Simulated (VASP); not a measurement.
A run of VASP 6.6.1:

Contents of POSCAR:

```
AlGa3N4
1.0
    5.3077333296      0.0000000000      0.0003046545
    0.0000000000      3.2643213094      0.0000000000
   -0.0035098844      0.0000000000      5.6527650509
Al Ga N
1 3 4
Direct
    0.0001929629      0.5000000000      0.6670669723
    0.4992261931      0.5000000000      0.3348580769
    0.4996517455      0.0000000000      0.8316688771
    0.9997596624      0.0000000000      0.1665007643
    0.1195353964      0.5000000000      0.3406990628
    0.1173055109      0.0000000000      0.8258366095
    0.6203495773      0.0000000000      0.1663347748
    0.6315789615      0.5000000000      0.6670358622
```

INCAR.step1

```
SYSTEM = AlGa3N4
PREC     = Accurate       ! precision mode
ENCUT    = 520            ! plane-wave cutoff, eV
ISMEAR   = 0              ! smearing method
SIGMA    = 0.02           ! smearing width, eV
LREAL    = .FALSE.        ! projectors in reciprocal space
LASPH    = .TRUE.         ! aspherical terms in the spheres
NELM     = 100            ! most SCF steps
NBANDS   = 41             ! bands
GGA      = PE             ! functional
ALGO     = Normal         ! electronic algorithm
EDIFF    = 1E-4           ! SCF threshold, eV
LWAVE    = .TRUE.         ! write WAVECAR
LCHARG   = .FALSE.        ! write CHGCAR
```

File INCAR.step2:

```
SYSTEM = AlGa3N4
PREC     = Accurate       ! precision mode
ENCUT    = 520            ! plane-wave cutoff, eV
EDIFF    = 1E-6           ! SCF threshold, eV
ISMEAR   = 0              ! smearing method
SIGMA    = 0.02           ! smearing width, eV
LREAL    = .FALSE.        ! projectors in reciprocal space
LASPH    = .TRUE.         ! aspherical terms in the spheres
NELM     = 100            ! most SCF steps
ALGO     = Normal         ! electronic algorithm
ISIF     = 2              ! what is computed and relaxed
LWAVE    = .FALSE.        ! write WAVECAR
LCHARG   = .FALSE.        ! write CHGCAR
METAGGA  = R2SCAN         ! meta-GGA
LMIXTAU  = .TRUE.       
NBANDS   = 41             ! bands
ISTART   = 1
```

The input KPOINTS:

```
regular mesh
0
G
  6 8 4
  0 0 0
```

Potentials or basis: VASP PAW PBE potentials, release 64 (Al, Ga_d, N).

The run is started by

```bash
$ cat potpaw_PBE.64/Al/POTCAR potpaw_PBE.64/Ga_d/POTCAR potpaw_PBE.64/N/POTCAR > POTCAR
$ cp INCAR.step1 INCAR
$ mpirun -np 1 vasp_std > vasp.out
$ cp INCAR.step2 INCAR
$ mpirun -np 1 vasp_std > vasp.out
```

Hardware: 1 thread of Intel(R) Xeon(R) Platinum 8488C (Sapphire Rapids), on a shared host.

Q: Estimate the wall time of this run.

A: Wall time 9.6 min on 1 thread of Intel(R) Xeon(R) Platinum 8488C (Sapphire Rapids), on a shared host, peak memory 0.35 GiB. Counts: k points 70.
